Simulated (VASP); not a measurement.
A run of VASP 6.6.1 is set up as follows.

File INCAR:

```
PREC = Accurate ; ENCUT = 400
EDIFF = 1E-6 ; ISMEAR = -1
SIGMA = 0.05 ; LREAL = Auto
LASPH = T ; NELM = 120
ALGO = Normal ; ISIF = 2
LWAVE = F ; LCHARG = F
GGA = PE ; ISYM = -1
NBANDS = 102 ; GGA_COMPAT = F
```

KPOINTS

```
explicit points
1
Reciprocal
  0.25000000   0.25000000   0.25000000 1
```

The input POSCAR:

```
Cu3Au13
1.0
    6.6859480000      0.0855830000     -0.0615900000
    0.0855830000      6.6105530000     -0.0078460000
   -0.0615900000     -0.0078460000      6.5441010000
Au Cu
13 3
Direct
    0.2366519935      0.4303631542      0.5041840011
    0.2584517528      0.4380060964      0.9863103640
    0.7383930006      0.9256381243      0.9864603529
    0.8222373431      0.4804356683      0.4114181759
    0.0473544226      0.1463697504      0.2078416846
    0.1866113685      0.8681539742      0.5329619653
    0.3479174746      0.0207614582      0.8848509721
    0.6748448534      0.3702788447      0.0434838800
    0.7428230427      0.8989463642      0.5153720281
    0.9306971369      0.6256430395      0.7984099622
    0.9691447281      0.1829888432      0.7496507701
    0.4294255922      0.1247989453      0.3164125209
    0.4802459731      0.6967902470      0.2478649651
    0.5829144245      0.2983004784      0.6498454356
    0.4950403786      0.6657433985      0.7563167133
    0.0589342873      0.7358919167      0.1476281571
```

Potentials or basis: VASP PAW PBE potentials, release 64 (Au, Cu).

The run is started by

```bash
$ cat potpaw_PBE.64/Au/POTCAR potpaw_PBE.64/Cu/POTCAR > POTCAR
$ mpirun -np 1 vasp_std > vasp.out
```

Question: Predict the pressure.

Answer: -2.3 GPa.

Question: Estimate the largest force.

Answer: 1.436 eV/Å.

Forces on the atoms (eV/Å):
```
Au  -0.078  0.621  0.280
Au   0.354 -0.219 -0.272
Au  -0.180  0.524  0.604
Au   0.120  0.225  0.059
Au  -1.237 -0.210 -0.126
Au  -0.383 -0.426 -0.129
Au  -0.132  0.267  0.344
Au   0.031 -0.331 -0.286
Au   0.064  0.412 -0.202
Au  -0.019 -0.791 -0.544
Au   0.015  0.160 -0.158
Au   1.379 -0.100 -0.390
Au  -0.216  0.014 -0.072
Cu  -0.092 -0.458  0.277
Cu   0.211 -0.128 -0.142
Cu   0.163  0.441  0.757
```

Caveat: the atoms stand as in a frame of molecular dynamics.
